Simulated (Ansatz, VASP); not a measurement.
# Two plane-wave programs on BaTiO3

```
Ba Ti O
1.0
     3.99980    0.00000    0.00000
     0.00000    3.99980    0.00000
     0.00000    0.00000    4.01800
Ba Ti O
1 1 3
Cartesian
  0.0000 0.0000 0.0003
  1.9999 1.9999 1.9511
  1.9999 1.9999 0.1016
  1.9999 0.0000 2.0734
  0.0000 1.9999 2.0734
```

Alike in both runs: functional PBE; k mesh 6 × 6 × 6; occupations gaussian, width 0.05 eV; no spin polarisation.

Ansatz relaxed the structure, and its values are those at the end. VASP's run is a single point on that final structure, the one shown.

|  | VASP | Ansatz |
| --- | --- | --- |
| version | VASP 6.6.1 | Ansatz 0.2.0 |
| potentials or method | VASP PAW PBE potentials, release 64 (Ba_sv, Ti_sv, O_h), cutoff 910 eV | scalar-relativistic, plane waves, PAW |
| valence electrons in the cell | 40 | 40 |

|  | VASP | Ansatz | Ansatz less VASP |
| --- | --- | --- | --- |
| gap on the k mesh at the Fermi level (eV) | 1.80 | 1.86 | +0.062 |
| least direct gap on the mesh (eV) | 2.14 | 2.17 | +0.027 |
| rms of the force components (eV/Å) | 0.014 | 0.001 | -0.0130 |

Ansatz's warnings: stress scf threshold loose.

Neither program's run includes spin-orbit coupling. Noted on VASP's run: the cutoff is short for stress, so the pressure is rough.
